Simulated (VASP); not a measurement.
# Zn4S (I-43m) in VASP: relaxation of cell and atoms with PBE

Aim: the relaxation of cell and atoms of Zn4S with PBE.

Everything below comes from runs of VASP 6.6.1. Logs are shortened: lines on timing, memory, paths and dates and some standing lists are left out, and cuts for length are marked.

## Step 1: The cell of the first run

Symmetry: I-43m, No. 217, cubic system. Conventional cell: a = 6.031 Å, b = 6.031 Å, c = 6.031 Å, α = 90.00°, β = 90.00°, γ = 90.00°. Zn (site symmetry 3m) has 1 S at 1.32 Å within 1.8 Å. Within 1.8 Å of S (site symmetry -43m) lie 4 Zn at 1.32 Å.

The cell was generated, and may not be a known phase.

## Step 2: Relaxation of cell and atoms, PBE

INCAR

```
ALGO     = All            # electronic algorithm
EDIFF    = 1E-7           # SCF threshold, eV
EDIFFG   = -0.04          # ionic threshold
ENCUT    = 550            # plane-wave cutoff, eV
GGA      = PE             # functional
GGA_COMPAT= False        
IBRION   = 2              # ionic algorithm
ISEARCH  = 1            
ISIF     = 3              # what is computed and relaxed
ISMEAR   = 0              # smearing method
KPAR     = 4            
LASPH    = True           # aspherical terms in the spheres
LCHARG   = False          # write CHGCAR
LREAL    = False          # projectors in reciprocal space
LWAVE    = False          # write WAVECAR
NELM     = 300            # most SCF steps
NELMIN   = 4            
NSW      = 90             # ionic steps
PREC     = Accurate       # precision mode
SIGMA    = 0.1            # smearing width, eV
```

KPOINTS

```
k-points
0
Gamma
  4 4 4
```

POSCAR

```
Zn4S
1.0
   -3.0152615100      3.0152615100      3.0152615100
    3.0152615100     -3.0152615100      3.0152615100
    3.0152615100      3.0152615100     -3.0152615100
Zn S
4 1
Direct
    0.0000000000      0.0000000000      0.7463128600
    0.7463128600      0.0000000000      0.0000000000
    0.0000000000      0.7463128600      0.0000000000
    0.2536871400      0.2536871400      0.2536871400
    0.0000000000      0.0000000000      0.0000000000
```

Potentials or basis: VASP PAW PBE potentials, release 64 (Zn, S).

On the command line:

```bash
cat potpaw_PBE.64/Zn/POTCAR potpaw_PBE.64/S/POTCAR > POTCAR
mpirun -np 4 vasp_std > vasp.out
```

OUTCAR:

```text
EDIFF = 1E-7
   EDIFFG = -0.04
   ENCUT = 550
   GGA = PE
   IBRION = 2
   ISIF = 3
   ISMEAR = 0
   LASPH = True
   LREAL = False
   NELM = 300
   NELMIN = 4
   NSW = 90
   PREC = Accurate

 ion  position               nearest neighbor table
   1  0.000  0.000  0.746-   5 1.32   2 2.16   3 2.16   4 2.16
   2  0.746  0.000  0.000-   5 1.32   1 2.16   3 2.16   4 2.16
   3  0.000  0.746  0.000-   5 1.32   1 2.16   2 2.16   4 2.16
   4  0.254  0.254  0.254-   5 1.32   1 2.16   3 2.16   2 2.16
   5  0.000  0.000  0.000-   1 1.32   2 1.32   3 1.32   4 1.32

 -----------------------------------------------------------------------------
|                                                                             |
|           W    W    AA    RRRRR   N    N  II  N    N   GGGG   !!!           |
|           W    W   A  A   R    R  NN   N  II  NN   N  G    G  !!!           |
|           W    W  A    A  R    R  N N  N  II  N N  N  G       !!!           |
|           W WW W  AAAAAA  RRRRR   N  N N  II  N  N N  G  GGG   !            |
|           WW  WW  A    A  R   R   N   NN  II  N   NN  G    G                |
|           W    W  A    A  R    R  N    N  II  N    N   GGGG   !!!           |
|                                                                             |
|     The distance between some ions is very small. Please check the          |
|     nearest-neighbor list in the OUTCAR file.                               |
|     I HOPE YOU KNOW WHAT YOU ARE DOING!                                     |
|                                                                             |
 -----------------------------------------------------------------------------

  LATTYP: Found a body centered cubic cell.
 ALAT       =     6.0305230200

  Lattice vectors:

 A1 = (  -3.0152615100,   3.0152615100,   3.0152615100)
 A2 = (   3.0152615100,  -3.0152615100,   3.0152615100)
 A3 = (   3.0152615100,   3.0152615100,  -3.0152615100)

Analysis of symmetry for initial positions (statically):
=====================================================================
 Subroutine PRICEL returns:
 Original cell was already a primitive cell.

 Routine SETGRP: Setting up the symmetry group for a
 body centered cubic supercell.

 Subroutine GETGRP returns: Found 24 space group operations
 (whereof 24 operations were pure point group operations)
 out of a pool of 48 trial point group operations.

The static configuration has the point symmetry T_d .

Analysis of symmetry for dynamics (positions and initial velocities):
=====================================================================
 Subroutine PRICEL returns:
 Original cell was already a primitive cell.

 Routine SETGRP: Setting up the symmetry group for a
 body centered cubic supercell.

 Subroutine GETGRP returns: Found 24 space group operations
 (whereof 24 operations were pure point group operations)
 out of a pool of 48 trial point group operations.

The dynamic configuration has the point symmetry T_d .

 Subroutine INISYM returns: Found 24 space group operations
 (whereof 24 operations are pure point group operations),
 and found     1 'primitive' translations

----------------------------------------------------------------------------------------

                                     Primitive cell

  volume of cell :     109.6566

  direct lattice vectors                    reciprocal lattice vectors
    -3.015261510  3.015261510  3.015261510     0.000000000  0.165823096  0.165823096
     3.015261510 -3.015261510  3.015261510     0.165823096  0.000000000  0.165823096
     3.015261510  3.015261510 -3.015261510     0.165823096  0.165823096  0.000000000

  length of vectors
     5.222586133  5.222586133  5.222586133     0.234509272  0.234509272  0.234509272

  position of ions in fractional coordinates (direct lattice)
     0.000000000  0.000000000  0.746312860
     0.746312860  0.000000000  0.000000000
     0.000000000  0.746312860  0.000000000
     0.253687140  0.253687140  0.253687140
     0.000000000  0.000000000  0.000000000

  ion indices of the primitive-cell ions
   primitive index   ion index
                 1           1
                 2           2
                 3           3
                 4           4
                 5           5

----------------------------------------------------------------------------------------

 KPOINTS: k-points

Automatic generation of k-mesh.
 Grid dimensions read from file:
 generate k-points for:    4    4    4

 Generating k-lattice:

  Cartesian coordinates                     Fractional coordinates (reciprocal lattice)
     0.000000000  0.041455774  0.041455774     0.250000000  0.000000000  0.000000000
     0.041455774  0.000000000  0.041455774     0.000000000  0.250000000  0.000000000
     0.041455774  0.041455774  0.000000000     0.000000000  0.000000000  0.250000000

  Length of vectors
     0.058627318  0.058627318  0.058627318

  Shift w.r.t. Gamma in fractional coordinates (k-lattice)
     0.000000000  0.000000000  0.000000000

 Subroutine IBZKPT returns following result:
 ===========================================

 Found      8 irreducible k-points:

 Following reciprocal coordinates:
            Coordinates               Weight
  0.000000  0.000000  0.000000      1.000000
  0.250000  0.000000  0.000000     12.000000
  0.500000  0.000000  0.000000      6.000000
  0.250000  0.250000  0.000000     24.000000
  0.250000  0.250000  0.250000      2.000000
 -0.250000  0.250000  0.250000      6.000000
  0.500000  0.500000  0.250000     12.000000
  0.500000  0.500000  0.500000      1.000000
   k-points           NKPTS =      8   k-points in BZ     NKDIM =      8   number of bands    NBANDS=     32
   number of dos      NEDOS =    301   number of ions     NIONS =      5
   total plane-waves  NPLWV =  64000
   dimension x,y,z NGX =    40 NGY =   40 NGZ =   40
   dimension x,y,z NGXF=    80 NGYF=   80 NGZF=   80
   ions per type =               4   1
   NGX,Y,Z   is equivalent  to a cutoff of  12.73, 12.73, 12.73 a.u.
   NGXF,Y,Z  is equivalent  to a cutoff of  25.47, 25.47, 25.47 a.u.
 SYSTEM =  unknown system
   PREC   = accura    normal or accurate (medium, high low for compatibility)
   ISTART =      0    job   : 0-new  1-cont  2-samecut
   ICHARG =      2    charge: 1-file 2-atom 10-const
   ISPIN  =      1    spin polarized calculation?
   LNONCOLLINEAR =      F non collinear calculations
   LSORBIT =      F    spin-orbit coupling
   LASPH  =      T    aspherical Exc in radial PAW
   ENCUT  =  550.0 eV  40.42 Ry    6.36 a.u.   9.99  9.99  9.99*2*pi/ulx,y,z
   NELM   =    300;   NELMIN=  4; NELMDL= -5     # of ELM steps
   EDIFF  = 0.1E-06   stopping-criterion for ELM
   LREAL  =      F    real-space projection
   EDIFFG = -.4E-01   stopping-criterion for IOM
   NSW    =     90    number of steps for IOM
   IBRION =      2    ionic relax: 0-MD 1-quasi-New 2-CG
   NFREE  =      1    steps in history (QN), initial steepest desc. (CG)
   ISIF   =      3    stress and relaxation
   ISYM   =      2    0-nonsym 1-usesym 2-fastsym
   POTIM  = 0.5000    time-step for ionic-motion
   TEBEG  =    0.0;   TEEND  =   0.0 temperature during run
   PSTRESS=    0.0 pullay stress
   NELECT =      54.0000    total number of electrons
   NUPDOWN=      -1.0000    fix difference up-down
   EMIN   =  10.00;   EMAX   =-10.00  energy-range for DOS
   EFERMI =   0.00;   METHOD = LEGACY
   ISMEAR =     0;   SIGMA  =   0.10  broadening in eV -4-tet -1-fermi 0-gaus
   EFERMI_NEDOS =   21; number of points for ismear=-14 and -15
   IALGO  =     58    algorithm
   IMIX   =      4    mixing-type and parameters
     AMIX     =   0.40;   BMIX     =  1.00
     AMIX_MAG =   1.60;   BMIX_MAG =  1.00
  volume/ion in A,a.u.               =      21.93       148.00
  Fermi-wavevector in a.u.,A,eV,Ry     =   1.292789  2.443018 22.739476  1.671304
  Thomas-Fermi vector in A             =   2.424475
   LORBIT       =      0    0 simple, 1 ext, 2 COOP (PROOUT), +10 PAW based schemes
   GGA     = PE    functional components
   LHFCALC =     F    Hartree Fock is set to
   AEXX    =    0.0000 exact exchange contribution
   IVDW    =     0    specifies the selected vdW correction
   LEPSILON=     F    determine dielectric tensor
   LRPA    =     F    only Hartree local field effects (RPA)
 conjugate gradient relaxation of ions
 non-spin polarized calculation
 Gauss-broadening in eV      SIGMA  =   0.10
  energy-cutoff  :      550.00
  volume of cell :      109.66
 maximum number of plane-waves:      3252
   NGX = 19   NGY = 19   NGZ = 19

--------------------------------------- Ionic step        1  -------------------------------------------

 number of electron      53.9999976 magnetization

 Free energy of the ion-electron system (eV)
  ---------------------------------------------------
  ext. energy  EPLUGINS =         0.00000000
  ---------------------------------------------------
  free energy    TOTEN  =        81.34923198 eV

  energy without entropy =       81.37301985  energy(sigma->0) =       81.36112592

------------------------ aborting loop because EDIFF is reached ----------------------------------------

  FORCE on cell =-STRESS in cart. coord.  units (eV):
  Direction    XX          YY          ZZ          XY          YZ          ZX
  --------------------------------------------------------------------------------------
  -------------------------------------------------------------------------------------
  Total      159.2808146    159.2808146    159.2808146      0.0000000     -0.0000000     -0.0000000
  in kB     2327.2289313   2327.2289313   2327.2289313      0.0000000     -0.0000000     -0.0000000
  external PRESSURE =    2327.2289313 kB  Pullay stress =       0.0000000 kB
[... 962 lines left out ...]
     31       5.2642      0.00000
     32       6.0474      0.00000

[... ionic steps 4 to 39 ...]

--------------------------------------- Ionic step       40  -------------------------------------------

 number of electron      53.9999983 magnetization

------------------------ aborting loop because EDIFF is reached ----------------------------------------

  FORCE on cell =-STRESS in cart. coord.  units (eV):
  Direction    XX          YY          ZZ          XY          YZ          ZX
  --------------------------------------------------------------------------------------
  -------------------------------------------------------------------------------------
  Total        0.1696063      0.1696063      0.1696063      0.0000000     -0.0000000     -0.0000000
  in kB        2.8081202      2.8081202      2.8081202      0.0000000     -0.0000000     -0.0000000
  external PRESSURE =       2.8081202 kB  Pullay stress =       0.0000000 kB
[... 63 lines left out ...]
  energy  without entropy=       -6.9414471979  energy(sigma->0) =       -6.95400033

--------------------------------------- Ionic step       42  -------------------------------------------

 number of electron      53.9999987 magnetization

 Free energy of the ion-electron system (eV)
  ---------------------------------------------------
  ext. energy  EPLUGINS =         0.00000000
  ---------------------------------------------------
  free energy    TOTEN  =        -6.96807100 eV

  energy without entropy =       -6.94263766  energy(sigma->0) =       -6.95535433

 E-fermi :   1.8344     XC(G=0): -10.1019

 val. band max:        1.8248747457   @ k =  -0.2500   0.2500   0.2500
 cond. band min:       2.2498561875   @ k =   0.0000   0.0000   0.0000
 fundamental gap:      0.4249814418
 Fermi energy:         1.8343865529

 k-point     1 :       0.0000    0.0000    0.0000
  band No.  band energies     occupation
      1     -12.4139      2.00000
      2      -5.2340      2.00000
      3      -5.2340      2.00000
      4      -5.0865      2.00000
      5      -5.0865      2.00000
      6      -5.0778      2.00000
[... 301 lines left out ...]
  FREE ENERGIE OF THE ION-ELECTRON SYSTEM (eV)
  ---------------------------------------------------
  free  energy   TOTEN  =        -6.9680709978 eV

  energy  without entropy=       -6.9426375445  energy(sigma->0) =       -6.95535427

 reached required accuracy - stopping structural energy minimisation
```

It took 17 min on 4 MPI ranks of Intel Xeon Platinum 8259CL at 2.50GHz (Skylake/Cascade Lake), shared host; peak memory 0.26 GiB.

Results:

* Free energy: -6.9681 eV
* Relaxed volume: 19.50 Å³/atom
* Relaxed cell: a = 5.022 Å, b = 5.022 Å, c = 5.022 Å, α = 109.47°, β = 109.47°, γ = 109.47°
* Space group after relaxing (to 0.1 Å): Im-3m (No. 229)
* Pressure after relaxing: -0.1 GPa
* Largest force after relaxing: 0.004 eV/Å
* Band gap on the k mesh: zero (bands 27 and 28 overlap by 2.41 eV)

Forces in eV/Å, atoms in the order of the input:
```
Zn  -0.002 -0.002  0.002
Zn   0.002 -0.002 -0.002
Zn  -0.002  0.002 -0.002
Zn   0.002  0.002  0.002
S    0.000  0.000  0.000
```

Final structure:
```
Zn S
1.0
    -2.89966    2.89966    2.89966
     2.89966   -2.89966    2.89966
     2.89966    2.89966   -2.89966
Zn S
4 1
Direct
  0.00000 0.00000 0.50029
  0.50029 0.00000 0.00000
  0.00000 0.50029 0.00000
  0.49971 0.49971 0.49971
  0.00000 0.00000 0.00000
```

Caveat: the k points lie up to 0.38 Å⁻¹ apart in the final cell, too coarse for converged energies and pressures of a metal.

The gap in the log of VASP goes by the Fermi energy; the results here count the filled bands.